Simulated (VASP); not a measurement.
# Ge (Fd-3m) in VASP: a series of runs

Ge is run at these levels: PBEsol; tasks: single point.

Program: VASP 6.6.1. These are calculated values, not measurements. Logs are shortened: lines on timing, memory, paths and dates and some standing lists are left out, and cuts for length are marked.

## Step 1: The cell of the first run

The structure is cubic, space group Fd-3m (No. 227). The conventional cell has a = 5.684 Å, b = 5.684 Å, c = 5.684 Å, α = 90.00°, β = 90.00°, γ = 90.00°. Ge (site symmetry -43m) has 4 Ge at 2.46 Å within 3.2 Å.

## Step 2: Single point, PBEsol

INCAR reads:

```
ALGO = Normal ; EDIFF = 1E-6
ENCUT = 500 ; GGA = PS
GGA_COMPAT = F ; ISIF = 2
ISMEAR = -1 ; LASPH = T
LCHARG = T ; LELF = T
LREAL = F ; LVHAR = T
LWAVE = F ; NBANDS = 21
NELM = 120 ; PREC = Accurate
SIGMA = 0.02
```

KPOINTS reads:

```
k-points
0
Gamma
  5 5 5
```

POSCAR reads:

```
Ge
1.0
    0.0000000000      2.8420406234      2.8420406234
    2.8420406234      0.0000000000      2.8420406234
    2.8420406234      2.8420406234      0.0000000000
Ge
2
Direct
    0.0000000000      0.0000000000      0.0000000000
    0.2500000000      0.2500000000      0.2500000000
```

Potentials or basis: VASP PAW PBE potentials, release 64 (Ge_d).

Command:

```
> cat potpaw_PBE.64/Ge_d/POTCAR > POTCAR
> mpirun -np 1 vasp_std > vasp.out
```

OUTCAR:

```text
EDIFF = 1E-6
   ENCUT = 500
   GGA = PS
   ISIF = 2
   ISMEAR = -1
   LASPH = T
   LREAL = F
   NELM = 120
   PREC = Accurate

 ion  position               nearest neighbor table
   1  0.000  0.000  0.000-   2 2.46   2 2.46   2 2.46   2 2.46
   2  0.250  0.250  0.250-   1 2.46   1 2.46   1 2.46   1 2.46

  LATTYP: Found a face centered cubic cell.
 ALAT       =     5.6840812468

  Lattice vectors:

 A1 = (   0.0000000000,   2.8420406234,   2.8420406234)
 A2 = (   2.8420406234,   0.0000000000,   2.8420406234)
 A3 = (   2.8420406234,   2.8420406234,   0.0000000000)

Analysis of symmetry for initial positions (statically):
=====================================================================
 Subroutine PRICEL returns:
 Original cell was already a primitive cell.

 Routine SETGRP: Setting up the symmetry group for a
 face centered cubic supercell.

 Subroutine GETGRP returns: Found 48 space group operations
 (whereof 24 operations were pure point group operations)
 out of a pool of 48 trial point group operations.

The static configuration has the point symmetry T_d .
 The point group associated with its full space group is O_h .

Analysis of symmetry for dynamics (positions and initial velocities):
=====================================================================
 Subroutine PRICEL returns:
 Original cell was already a primitive cell.

 Routine SETGRP: Setting up the symmetry group for a
 face centered cubic supercell.

 Subroutine GETGRP returns: Found 48 space group operations
 (whereof 24 operations were pure point group operations)
 out of a pool of 48 trial point group operations.

The dynamic configuration has the point symmetry T_d .
 The point group associated with its full space group is O_h .

 Subroutine INISYM returns: Found 48 space group operations
 (whereof 24 operations are pure point group operations),
 and found     1 'primitive' translations

----------------------------------------------------------------------------------------

                                     Primitive cell

  volume of cell :      45.9114

  direct lattice vectors                    reciprocal lattice vectors
     0.000000000  2.842040623  2.842040623    -0.175929927  0.175929927  0.175929927
[... 64 lines left out ...]
   ICHARG =      2    charge: 1-file 2-atom 10-const
   ISPIN  =      1    spin polarized calculation?
   LNONCOLLINEAR =      F non collinear calculations
   LSORBIT =      F    spin-orbit coupling
   LASPH  =      T    aspherical Exc in radial PAW
   ENCUT  =  500.0 eV  36.75 Ry    6.06 a.u.   7.33  7.33  7.33*2*pi/ulx,y,z
   NELM   =    120;   NELMIN=  2; NELMDL= -5     # of ELM steps
   EDIFF  = 0.1E-05   stopping-criterion for ELM
   LREAL  =      F    real-space projection
   EDIFFG = 0.1E-04   stopping-criterion for IOM
   NSW    =      0    number of steps for IOM
   IBRION =     -1    ionic relax: 0-MD 1-quasi-New 2-CG
   NFREE  =      0    steps in history (QN), initial steepest desc. (CG)
   ISIF   =      2    stress and relaxation
   ISYM   =      2    0-nonsym 1-usesym 2-fastsym
   POTIM  = 0.5000    time-step for ionic-motion
   TEBEG  =    0.0;   TEEND  =   0.0 temperature during run
   PSTRESS=    0.0 pullay stress
   NELECT =      28.0000    total number of electrons
   NUPDOWN=      -1.0000    fix difference up-down
   EMIN   =  10.00;   EMAX   =-10.00  energy-range for DOS
   EFERMI =   0.00;   METHOD = LEGACY
   ISMEAR =    -1;   SIGMA  =   0.02  broadening in eV -4-tet -1-fermi 0-gaus
   EFERMI_NEDOS =   21; number of points for ismear=-14 and -15
   IALGO  =     38    algorithm
   IMIX   =      4    mixing-type and parameters
     AMIX     =   0.40;   BMIX     =  1.00
     AMIX_MAG =   1.60;   BMIX_MAG =  1.00
  volume/ion in A,a.u.               =      22.96       154.91
  Fermi-wavevector in a.u.,A,eV,Ry     =   1.388312  2.623530 26.224026  1.927412
  Thomas-Fermi vector in A             =   2.512450
   LORBIT       =      0    0 simple, 1 ext, 2 COOP (PROOUT), +10 PAW based schemes
   GGA     = PS    functional components
   LHFCALC =     F    Hartree Fock is set to
   AEXX    =    0.0000 exact exchange contribution
   IVDW    =     0    specifies the selected vdW correction
   LEPSILON=     F    determine dielectric tensor
   LRPA    =     F    only Hartree local field effects (RPA)
 non-spin polarized calculation
  energy-cutoff  :      500.00
  volume of cell :       45.91
 maximum number of plane-waves:      1211
 NGX is ok and might be reduce to    30
   NGX = 15   NGY = 15   NGZ = 15

 number of electron      28.0000010 magnetization

 Free energy of the ion-electron system (eV)
  ---------------------------------------------------
  ext. energy  EPLUGINS =         0.00000000
  ---------------------------------------------------
  free energy    TOTEN  =        -9.76875498 eV

  energy without entropy =       -9.76812648  energy(sigma->0) =       -9.76844073

 E-fermi :   4.7636     XC(G=0): -10.0493

 val. band max:        4.7498848306   @ k =   0.0000   0.0000   0.0000
 cond. band min:       4.9094191741   @ k =   0.4000   0.0000   0.0000
 fundamental gap:      0.1595343434
 Fermi energy:         4.7636059074

 k-point     1 :       0.0000    0.0000    0.0000
  band No.  band energies     occupation
      1     -19.9844      2.00000
      2     -19.9844      2.00000
      3     -19.9844      2.00000
      4     -19.9492      2.00000
      5     -19.9492      2.00000
      6     -19.7443      2.00000
[... 229 lines left out ...]
     20      15.0843      0.00000
     21      17.7510      0.00000

------------------------ aborting loop because EDIFF is reached ----------------------------------------

  FORCE on cell =-STRESS in cart. coord.  units (eV):
  Direction    XX          YY          ZZ          XY          YZ          ZX
  --------------------------------------------------------------------------------------
  -------------------------------------------------------------------------------------
  Total       -0.1340653     -0.1340653     -0.1340653      0.0000000      0.0000000      0.0000000
  in kB       -4.6784943     -4.6784943     -4.6784943      0.0000000      0.0000000      0.0000000
  external PRESSURE =      -4.6784943 kB  Pullay stress =       0.0000000 kB

 VOLUME and BASIS-vectors are now :
 -----------------------------------------------------------------------------
  energy-cutoff  :      500.00
  volume of cell :       45.91
      direct lattice vectors                 reciprocal lattice vectors
     0.000000000  2.842040623  2.842040623    -0.175929927  0.175929927  0.175929927
     2.842040623  0.000000000  2.842040623     0.175929927 -0.175929927  0.175929927
     2.842040623  2.842040623  0.000000000     0.175929927  0.175929927 -0.175929927

 POSITION                                       TOTAL-FORCE (eV/Angst)
 -----------------------------------------------------------------------------------
      0.00000      0.00000      0.00000         0.000000      0.000000      0.000000
      1.42102      1.42102      1.42102        -0.000000     -0.000000     -0.000000
 -----------------------------------------------------------------------------------
    total drift:                                0.000000     -0.000000      0.000000

  FREE ENERGIE OF THE ION-ELECTRON SYSTEM (eV)
  ---------------------------------------------------
  free  energy   TOTEN  =        -9.7687549784 eV

  energy  without entropy=       -9.7681264789  energy(sigma->0) =       -9.76844073
```

It took 7.5 s on 1 thread of Intel Xeon 6975P-C, shared host; peak memory 0.16 GiB.

What came out:

| Quantity | Value |
| --- | --- |
| Free energy | -9.7688 eV |
| Pressure | -0.5 GPa |
| Band gap on the k mesh | zero (filled and empty bands touch) |

Caveat: the k points lie up to 0.38 Å⁻¹ apart; the PAW data sets were made with another functional, which shifts forces and pressure a little.

## Step 3: Single point, PBEsol

This run uses another cell than the first one, of 22.61 Å³/atom, 0.985 times its volume.

INCAR reads:

```
PREC = Accurate
ENCUT = 500
EDIFF = 1E-6
ISMEAR = -1
SIGMA = 0.02
LREAL = F
LASPH = T
NELM = 120
ALGO = Normal
ISIF = 2
LWAVE = F
LCHARG = F
GGA = PS
NBANDS = 21
GGA_COMPAT = F
```

KPOINTS reads:

```
Automatic mesh
0
Gamma
  5 5 5
```

POSCAR reads:

```
Ge
1.0
    0.0000000000      2.8277587711      2.8277587711
    2.8277587711      0.0000000000      2.8277587711
    2.8277587711      2.8277587711      0.0000000000
Ge
2
Direct
    0.0000000000      0.0000000000      0.0000000000
    0.2500000000      0.2500000000      0.2500000000
```

Potentials or basis: VASP PAW PBE potentials, release 64 (Ge_d).

Command:

```
> cat potpaw_PBE.64/Ge_d/POTCAR > POTCAR
> mpirun -np 1 vasp_std > vasp.out
```

Wall time 7.1 s (1 thread of Intel Xeon 6975P-C, shared host); peak memory 0.16 GiB.

Results (log left out):

```yaml
Free_energy: -9.7668 eV
Pressure: 0.5 GPa
```

Levels at points of the mesh, in eV from the Fermi level:
```
           k point  band 12  band 13  band 14  band 15  band 16  band 17
(0.00, 0.00, 0.00)    -0.02    -0.02    -0.02    -0.02     2.50     2.50
```

Caveat: the k points lie up to 0.38 Å⁻¹ apart; the PAW data sets were made with another functional, which shifts forces and pressure a little.

## Step 4: Single point, PBEsol

INCAR reads:

```
SYSTEM = Ge
PREC = Accurate
ENCUT = 500
EDIFF = 1E-6
ISMEAR = -1
SIGMA = 0.02
LREAL = .False.
LASPH = .True.
NELM = 120
ALGO = Normal
ISIF = 2
LWAVE = .False.
LCHARG = .False.
GGA = PS
NBANDS = 21
GGA_COMPAT = .False.
```

KPOINTS reads:

```
regular mesh
0
Gamma
  5 5 5
  0 0 0
```

POSCAR reads:

```
Ge
1.0
    0.0000000000      2.8420406234      2.8420406234
    2.8420406234      0.0000000000      2.8420406234
    2.8420406234      2.8420406234      0.0000000000
Ge
2
Direct
    0.0000000000      0.0000000000      0.0000000000
    0.2500000000      0.2500000000      0.2500000000
```

Command:

```
> cat potpaw_PBE.64/Ge_d/POTCAR > POTCAR
> mpirun -np 1 vasp_std > vasp.out
```

Wall time 7.7 s (1 thread of Intel Xeon 6975P-C, shared host); peak memory 0.16 GiB.

Results (log left out):

* Free energy: -9.7688 eV
* Pressure: -0.5 GPa
* Band gap on the k mesh: zero (filled and empty bands touch)

Levels at points of the mesh, in eV from the Fermi level:
```
           k point  band 12  band 13  band 14  band 15  band 16  band 17
(0.00, 0.00, 0.00)    -0.14    -0.01    -0.01    -0.01     2.50     2.50
```

Caveat: the k points lie up to 0.38 Å⁻¹ apart; the PAW data sets were made with another functional, which shifts forces and pressure a little.
